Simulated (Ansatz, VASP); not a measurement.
**One calculation of NaH, two programs**

INCAR

```
SYSTEM = NaH
PREC = Accurate
ENCUT = 520
EDIFF = 1E-7
ISMEAR = 0
SIGMA = 0.01
LREAL = .FALSE.
LASPH = .TRUE.
NELM = 80
ALGO = Normal
ISIF = 2
LWAVE = .FALSE.
LCHARG = .FALSE.
GGA = PS
NBANDS = 11
```

Contents of KPOINTS:

```
regular mesh
0
G
  8 8 8
  0 0 0
```

The input POSCAR:

```
NaH
1.0
    0.0000000000      2.3956768562      2.4076552405
    2.3956768562      0.0000000000      2.4076552405
    2.3956768562      2.3956768562      0.0000000000
Na H
1 1
Direct
    0.0000000000      0.0000000000      0.0000000000
    0.5000000000      0.5000000000      0.5000000000
```

Input for Ansatz:

```yaml
crystal:
  lattice:
    - [0.0, 2.39567685621, 2.40765524049]
    - [2.39567685621, 0.0, 2.40765524049]
    - [2.39567685621, 2.39567685621, 0.0]
  atoms:
    - { symbol: Na, position: [0.0, 0.0, 0.0] }
    - { symbol: H, position: [0.5, 0.5, 0.5] }
kpoints:
  mp_grid: { grid: [8, 8, 8] }
scf:
  occupations: { method: fixed }
  convergence: { dr2_threshold: 1.0e-10 }
hamiltonian:
  xc: pbesol
  pseudopotentials: { kind: all_electron, lapw: { basis_error: 0.0005 } }
output:
  forces: true
  stress: true
  eigenstates:
    kpoints:
      - [0.0, 0.0, 0.0]
      - [0.0, -0.5, 0.0]
      - [-0.5, 0.0, 0.0]
      - [0.0, 0.0, -0.5]
      - [-0.5, -0.5, -0.5]
      - [-0.25, -0.5, -0.75]
      - [-0.5, -0.25, -0.75]
      - [-0.25, -0.75, -0.5]
      - [-0.5, 0.0, -0.5]
      - [0.0, -0.5, -0.5]
      - [-0.5, -0.5, 0.0]
  eigenvalues: true
```

Change from the starting cell: z stretched by +0.5 %, x and y held.

Alike in both runs: task single point; functional PBEsol; k mesh 8 × 8 × 8; no spin polarisation.

|  | VASP | Ansatz |
| --- | --- | --- |
| version | VASP 6.6.1 | Ansatz 0.2.0 |
| potentials or method | VASP PAW PBE potentials, release 64 (Na_pv, H), cutoff 520 eV | all-electron LAPW, scalar-relativistic |
| occupations | gaussian, width 0.01 eV | fixed |

```csv
,VASP,Ansatz,Ansatz less VASP
gap on the k mesh at the Fermi level (eV),3.59,3.59,+0.003
pressure (GPa),-0.1,-0.1,0.00
"traceless stress, the component that is largest in VASP (GPa)",-0.11,-0.11,+0.001
```

VASP's potentials were made for PBE, not for PBEsol. Ansatz ran all-electron here, and VASP with PAW potentials.
